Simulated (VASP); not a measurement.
# PbF2 (Fm-3m) in VASP: G0W0 quasiparticle levels with PBE

Aim: the G0W0 quasiparticle levels of PbF2 with PBE.

Program: VASP 6.6.1. These are calculated values, not measurements. Logs are shortened: lines on timing, memory, paths and dates and some standing lists are left out, and cuts for length are marked.

## 1. The cell of the first run

Symmetry: Fm-3m, No. 225, cubic system. The conventional cell has a = 5.921 Å, b = 5.921 Å, c = 5.921 Å, α = 90.00°, β = 90.00°, γ = 90.00°. Within 3.4 Å of Pb (site symmetry m-3m) lie 8 F at 2.56 Å. F (site symmetry -43m) has 4 Pb at 2.56 Å and 6 F at 2.96 Å within 3.4 Å.

## 2. G0W0 quasiparticle levels, PBE

Input file POSCAR:

```
PbF2
1.0
    0.0000000000      2.9604388882      2.9604388882
    2.9604388882      0.0000000000      2.9604388882
    2.9604388882      2.9604388882      0.0000000000
Pb F
1 2
Direct
    0.0000000000      0.0000000000      0.0000000000
    0.2500000000      0.2500000000      0.2500000000
    0.7500000000      0.7500000000      0.7500000000
```

Input file INCAR.step1:

```
SYSTEM = PbF2
PREC     = Accurate       ! precision mode
ENCUT    = 500            ! plane-wave cutoff, eV
EDIFF    = 1E-8           ! SCF threshold, eV
ISMEAR   = 0              ! smearing method
SIGMA    = 0.01           ! smearing width, eV
LREAL    = .False.        ! projectors in reciprocal space
LASPH    = .True.         ! aspherical terms in the spheres
NELM     = 60             ! most SCF steps
ALGO     = Normal         ! electronic algorithm
LWAVE    = .True.         ! write WAVECAR
LCHARG   = .False.        ! write CHGCAR
GGA      = PE             ! functional
```

Input file INCAR.step2:

```
SYSTEM = PbF2
PREC     = Accurate       ! precision mode
ENCUT    = 500            ! plane-wave cutoff, eV
EDIFF    = 1E-8           ! SCF threshold, eV
ISMEAR   = 0              ! smearing method
SIGMA    = 0.01           ! smearing width, eV
LREAL    = .False.        ! projectors in reciprocal space
LASPH    = .True.         ! aspherical terms in the spheres
NELM     = 1              ! most SCF steps
ALGO     = Exact          ! electronic algorithm
LWAVE    = .True.         ! write WAVECAR
LCHARG   = .False.        ! write CHGCAR
GGA      = PE             ! functional
NBANDS   = 99             ! bands
LOPTICS  = .True.         ! frequency-dependent dielectric function
ISTART   = 1
```

Input file INCAR.step3:

```
SYSTEM = PbF2
PREC     = Accurate       ! precision mode
ENCUT    = 500            ! plane-wave cutoff, eV
EDIFF    = 1E-8           ! SCF threshold, eV
ISMEAR   = 0              ! smearing method
SIGMA    = 0.01           ! smearing width, eV
LREAL    = .False.        ! projectors in reciprocal space
LASPH    = .True.         ! aspherical terms in the spheres
ALGO     = EVGW0          ! electronic algorithm
LWAVE    = .False.        ! write WAVECAR
LCHARG   = .False.        ! write CHGCAR
GGA      = PE             ! functional
NELMGW   = 1            
NBANDS   = 99             ! bands
ENCUTGW  = 80.0           ! cutoff of the response function
NOMEGA   = 96             ! frequency points
PRECFOCK = Fast         
ISTART   = 1            
NBANDSGW = 23           
OMEGAMAX = 30
```

Input file KPOINTS:

```
regular mesh
0
Gamma
  4 4 4
  0 0 0
```

Potentials or basis: VASP PAW PBE potentials, release 64 (Pb_d_GW, F_GW).

Launch:

```console
$ cat potpaw_PBE.64/Pb_d_GW/POTCAR potpaw_PBE.64/F_GW/POTCAR > POTCAR
$ cp INCAR.step1 INCAR
$ mpirun -np 1 vasp_std > vasp.out
$ cp INCAR.step2 INCAR
$ mpirun -np 1 vasp_std > vasp.out
$ cp INCAR.step3 INCAR
$ mpirun -np 1 vasp_std > vasp.out
```

OUTCAR:

```text
SYSTEM = PbF2
   PREC = Accurate
   ENCUT = 500
   EDIFF = 1E-8
   ISMEAR = 0
   LREAL = .False.
   LASPH = .True.
   GGA = PE
   NELMGW = 1
   ENCUTGW = 80.0
   PRECFOCK = Fast
   ISTART = 1

 ion  position               nearest neighbor table
   1  0.000  0.000  0.000-
   2  0.250  0.250  0.250-
   3  0.750  0.750  0.750-

  LATTYP: Found a face centered cubic cell.
 ALAT       =     5.9208777764

  Lattice vectors:

 A1 = (   0.0000000000,   2.9604388882,   2.9604388882)
 A2 = (   2.9604388882,   0.0000000000,   2.9604388882)
 A3 = (   2.9604388882,   2.9604388882,   0.0000000000)

Analysis of symmetry for initial positions (statically):
=====================================================================
 Subroutine PRICEL returns:
 Original cell was already a primitive cell.

 Routine SETGRP: Setting up the symmetry group for a
 face centered cubic supercell.

 Subroutine GETGRP returns: Found 48 space group operations
 (whereof 48 operations were pure point group operations)
 out of a pool of 48 trial point group operations.

The static configuration has the point symmetry O_h .

Analysis of symmetry for dynamics (positions and initial velocities):
=====================================================================
 Subroutine PRICEL returns:
 Original cell was already a primitive cell.

 Routine SETGRP: Setting up the symmetry group for a
 face centered cubic supercell.

 Subroutine GETGRP returns: Found 48 space group operations
 (whereof 48 operations were pure point group operations)
 out of a pool of 48 trial point group operations.

The dynamic configuration has the point symmetry O_h .

 Subroutine INISYM returns: Found 48 space group operations
 (whereof 48 operations are pure point group operations),
 and found     1 'primitive' translations

----------------------------------------------------------------------------------------

                                     Primitive cell

  volume of cell :      51.8917

  direct lattice vectors                    reciprocal lattice vectors
     0.000000000  2.960438888  2.960438888    -0.168893877  0.168893877  0.168893877
     2.960438888  0.000000000  2.960438888     0.168893877 -0.168893877  0.168893877
     2.960438888  2.960438888  0.000000000     0.168893877  0.168893877 -0.168893877

  length of vectors
     4.186692826  4.186692826  4.186692826     0.292532775  0.292532775  0.292532775

  position of ions in fractional coordinates (direct lattice)
     0.000000000  0.000000000  0.000000000
     0.250000000  0.250000000  0.250000000
     0.750000000  0.750000000  0.750000000

  ion indices of the primitive-cell ions
   primitive index   ion index
                 1           1
                 2           2
                 3           3

----------------------------------------------------------------------------------------

 KPOINTS: regular mesh

Automatic generation of k-mesh.
 Grid dimensions read from file:
 generate k-points for:    4    4    4

 Generating k-lattice:

  Cartesian coordinates                     Fractional coordinates (reciprocal lattice)
    -0.042223469  0.042223469  0.042223469     0.250000000  0.000000000  0.000000000
     0.042223469 -0.042223469  0.042223469     0.000000000  0.250000000  0.000000000
     0.042223469  0.042223469 -0.042223469     0.000000000  0.000000000  0.250000000

  Length of vectors
     0.073133194  0.073133194  0.073133194

  Shift w.r.t. Gamma in fractional coordinates (k-lattice)
     0.000000000  0.000000000  0.000000000

 Subroutine IBZKPT returns following result:
 ===========================================

 Found      8 irreducible k-points:

 Following reciprocal coordinates:
            Coordinates               Weight
  0.000000  0.000000  0.000000      1.000000
  0.250000  0.000000  0.000000      8.000000
  0.500000  0.000000  0.000000      4.000000
  0.250000  0.250000  0.000000      6.000000
  0.500000  0.250000  0.000000     24.000000
 -0.250000  0.250000  0.000000     12.000000
  0.500000  0.500000  0.000000      3.000000
 -0.250000  0.500000  0.250000      6.000000
   k-points           NKPTS =      8   k-points in BZ     NKDIM =     64   number of bands    NBANDS=     99
   number of dos      NEDOS =    301   number of ions     NIONS =      3
   total plane-waves  NPLWV =  32768
   dimension x,y,z NGX =    32 NGY =   32 NGZ =   32
   dimension x,y,z NGXF=    64 NGYF=   64 NGZF=   64
   ions per type =               1   2
   NGX,Y,Z   is equivalent  to a cutoff of  12.71, 12.71, 12.71 a.u.
   NGXF,Y,Z  is equivalent  to a cutoff of  25.41, 25.41, 25.41 a.u.
 SYSTEM =  PbF2
   PREC   = accura    normal or accurate (medium, high low for compatibility)
   ISTART =      1    job   : 0-new  1-cont  2-samecut
   ICHARG =      0    charge: 1-file 2-atom 10-const
   ISPIN  =      1    spin polarized calculation?
   LNONCOLLINEAR =      F non collinear calculations
   LSORBIT =      F    spin-orbit coupling
   LASPH  =      T    aspherical Exc in radial PAW
   ENCUT  =  500.0 eV  36.75 Ry    6.06 a.u.   7.63  7.63  7.63*2*pi/ulx,y,z
   NELM   =     60;   NELMIN=  2; NELMDL=  0     # of ELM steps
   EDIFF  = 0.1E-07   stopping-criterion for ELM
   LREAL  =      F    real-space projection
   EDIFFG = 0.1E-06   stopping-criterion for IOM
   NSW    =      0    number of steps for IOM
   IBRION =     -1    ionic relax: 0-MD 1-quasi-New 2-CG
   NFREE  =      0    steps in history (QN), initial steepest desc. (CG)
   ISIF   =      0    stress and relaxation
   ISYM   =      3    0-nonsym 1-usesym 2-fastsym
   POTIM  = 0.5000    time-step for ionic-motion
   TEBEG  =    0.0;   TEEND  =   0.0 temperature during run
   PSTRESS=    0.0 pullay stress
   NELECT =      30.0000    total number of electrons
   NUPDOWN=      -1.0000    fix difference up-down
   EMIN   =  10.00;   EMAX   =-10.00  energy-range for DOS
   EFERMI =   0.00;   METHOD = LEGACY
   ISMEAR =     0;   SIGMA  =   0.01  broadening in eV -4-tet -1-fermi 0-gaus
   EFERMI_NEDOS =   21; number of points for ismear=-14 and -15
   IALGO  =     38    algorithm
   IMIX   =      4    mixing-type and parameters
     AMIX     =   0.40;   BMIX     =  1.00
     AMIX_MAG =   1.60;   BMIX_MAG =  1.00
  volume/ion in A,a.u.               =      17.30       116.73
  Fermi-wavevector in a.u.,A,eV,Ry     =   1.363795  2.577199 25.305983  1.859937
  Thomas-Fermi vector in A             =   2.490167
   LORBIT       =      0    0 simple, 1 ext, 2 COOP (PROOUT), +10 PAW based schemes
   GGA     = PE    functional components
   LHFCALC =     T    Hartree Fock is set to
   PRECFOCK=fast      Normal, Fast or Accurate (Low or Medium for compatibility)
   ENCUT4O =  -1.0   cutoff for four orbital integrals eV
   NKREDX  =     1    reduce k-point grid by
   NKREDY  =     1    reduce k-point grid by
   NKREDZ  =     1    reduce k-point grid by
   AEXX    =    1.0000 exact exchange contribution
   HFSCREEN=    0.0000 screening length (either q_TF or 0.3 A-1)
   HFSCREENC=   0.0000 screening length for correlation (either q_TF or 0.3 A-1)
   ENCUTFOCK=  -1.0 apply spherical cutoff to Coloumb kernel
   IVDW    =     0    specifies the selected vdW correction
   LEPSILON=     F    determine dielectric tensor
   LRPA    =     F    only Hartree local field effects (RPA)
   LRPAFORCE           =     F    calculate RPA forces
   ENCUTGW             =  80.0    cutoff for response function in eV
   ENCUTGWSOFT         =  64.0    soft cutoff for Coulomb kernel in GW response function in eV
   ENCUTLF             =  -1.0    cutoff for local field effects
   NELMGW              =     1    number of iterations in solving QP/BSE equation
   NELMHF              =     1    number of iterations in the inner HF iteration
   NKREDLFX            =     1    NKREDLFY  =   1   NKREDLFZ  =   1
 non-spin polarized calculation
 Gauss-broadening in eV      SIGMA  =   0.01
  energy-cutoff  :      500.00
  volume of cell :       51.89
 maximum number of plane-waves:      1363
 NGX is ok and might be reduce to    32
  NGX = 18; NGY = 18; NGZ = 18
   NGX = 15   NGY = 15   NGZ = 15
 maximum number of plane-waves:        92
 NGX is ok and might be reduce to    14

 QP shifts <psi_nk| G(iteration)W_0 |psi_nk>: iteration 1
 for sc-GW calculations column KS-energies equals QP-energies in previous step
 and V_xc(KS)=  KS-energies - (<T + V_ion + V_H > + <T+V_H+V_ion>^1  + <V_x>^1)

 k-point   1 :       0.0000    0.0000    0.0000
  band No.  KS-energies  QP-energies   sigma(KS)   V_xc(KS)     V^pw_x(r,r')   Z            occupation Imag(sigma)

      1    -136.8175    -164.1022     -29.8150       5.4410     -36.1828       0.7739       2.0000       0.1208
      2     -20.9331     -24.0523     -26.8507     -22.3087     -36.3574       0.6867       2.0000       0.9984
      3     -20.3079     -23.3455     -27.8017     -23.3178     -37.3642       0.6774       2.0000       0.8913
      4     -14.2030     -23.3441     -21.2134      -9.9213     -25.3655       0.8095       2.0000       0.2434
      5     -14.2030     -23.3441     -21.2134      -9.9213     -25.3655       0.8095       2.0000       0.2434
      6     -14.2030     -23.3441     -21.2134      -9.9213     -25.3655       0.8095       2.0000       0.2434
[... 15 lines left out ...]
     22      17.7342      18.7274     -10.9926     -12.1426      -6.2150       0.8637       0.0000      -0.7776
     23      17.7342      18.7274     -10.9926     -12.1426      -6.2150       0.8637       0.0000      -0.7776

 k-point   2 :       0.2500    0.0000    0.0000
  band No.  KS-energies  QP-energies   sigma(KS)   V_xc(KS)     V^pw_x(r,r')   Z            occupation Imag(sigma)

      1    -136.8173    -164.2116     -29.8150       5.4424     -36.1828       0.7770       2.0000       0.1208
      2     -20.8218     -23.9383     -27.0205     -22.4870     -36.5440       0.6874       2.0000       0.9864
      3     -20.4043     -23.4753     -27.6280     -23.1126     -37.1759       0.6801       2.0000       0.9052
      4     -14.1867     -23.3347     -21.2249      -9.9056     -25.3519       0.8082       2.0000       0.2204
      5     -14.1867     -23.3347     -21.2249      -9.9056     -25.3519       0.8082       2.0000       0.2204
      6     -14.1384     -23.2530     -21.2531      -9.8489     -25.2878       0.7992       2.0000       0.1338
[... 15 lines left out ...]
     22      15.8866      16.4414      -8.1766      -8.8444      -3.8475       0.8308       0.0000      -0.3793
     23      17.8686      18.8427     -10.1215     -11.2884      -5.4493       0.8348       0.0000      -0.5830

 k-point   3 :       0.5000    0.0000    0.0000
  band No.  KS-energies  QP-energies   sigma(KS)   V_xc(KS)     V^pw_x(r,r')   Z            occupation Imag(sigma)

      1    -136.8171    -164.4621     -29.8149       5.4437     -36.1827       0.7841       2.0000       0.1208
      2     -20.6398     -23.7506     -27.2429     -22.6806     -36.7602       0.6818       2.0000       0.9419
      3     -20.5673     -23.6630     -27.4193     -22.9223     -36.9860       0.6884       2.0000       0.9489
      4     -14.1863     -23.3030     -21.2142      -9.8839     -25.3109       0.8046       2.0000       0.1969
      5     -14.1863     -23.3030     -21.2142      -9.8839     -25.3109       0.8046       2.0000       0.1969
      6     -14.1161     -23.2934     -21.2858      -9.8649     -25.3414       0.8036       2.0000       0.1465
[... 15 lines left out ...]
     22      14.4681      14.8641      -8.8350      -9.3115      -4.4583       0.8312       0.0000      -0.3877
     23      18.2389      19.3166      -8.1327      -9.4400      -3.7021       0.8243       0.0000      -0.2921
[... 85 lines left out ...]
      1    -136.8171    -164.4764     -29.8149       5.4440     -36.1827       0.7845       2.0000       0.1208
      2     -20.6472     -23.7717     -27.3133     -22.8104     -36.8808       0.6939       2.0000       0.9658
      3     -20.5396     -23.6465     -27.3826     -22.8131     -36.9065       0.6799       2.0000       0.9176
      4     -14.1816     -23.1861     -21.1814      -9.8349     -25.2168       0.7936       2.0000       0.1445
      5     -14.1196     -23.2535     -21.2725      -9.8444     -25.2945       0.7992       2.0000       0.1238
      6     -14.1128     -23.3706     -21.3071      -9.8997     -25.4149       0.8116       2.0000       0.1894
[... 15 lines left out ...]
     22      17.4879      18.2000      -7.2720      -8.1287      -3.0005       0.8312       0.0000      -0.3030
     23      17.4879      18.2000      -7.2720      -8.1287      -3.0005       0.8312       0.0000      -0.3030

 k-point   8 :      -0.2500    0.5000    0.2500
  band No.  KS-energies  QP-energies   sigma(KS)   V_xc(KS)     V^pw_x(r,r')   Z            occupation Imag(sigma)

      1    -136.8172    -164.4321     -29.8149       5.4433     -36.1827       0.7832       2.0000       0.1208
      2     -20.5946     -23.6982     -27.3472     -22.8131     -36.8945       0.6845       2.0000       0.9422
      3     -20.5946     -23.6982     -27.3472     -22.8131     -36.8945       0.6845       2.0000       0.9422
      4     -14.1656     -23.2209     -21.2065      -9.8369     -25.2373       0.7964       2.0000       0.1386
      5     -14.1344     -23.2512     -21.2520      -9.8427     -25.2771       0.7991       2.0000       0.1288
      6     -14.1128     -23.3779     -21.3073      -9.8996     -25.4150       0.8122       2.0000       0.1894
[... 15 lines left out ...]
     22      16.3827      17.1606      -8.6737      -9.6064      -4.2409       0.8340       0.0000      -0.3687
     23      18.6261      19.3318      -7.5435      -8.3638      -3.1922       0.8603       0.0000      -0.4602
```

It took 3.5 min on 1 thread of AMD EPYC 9R45 (Zen 5), shared host; peak memory 0.55 GiB.

Results:

```yaml
Quasiparticle_gap: 6.19 eV
Least_direct_quasiparticle_gap: 6.48 eV
Band_gap_of_the_starting_levels_on_the_mesh: 4.42 eV
Least_direct_gap_of_the_starting_levels_on_the_mesh: 4.57 eV
```

Caveat: the k points lie up to 0.46 Å⁻¹ apart; bands, screening cutoff and mesh are small and nothing is extrapolated, so the quasiparticle values aren't converged; the structure was generated, so it needn't be the stable form of PbF2; spin-orbit coupling is left out, which moves the levels of the heavy elements.
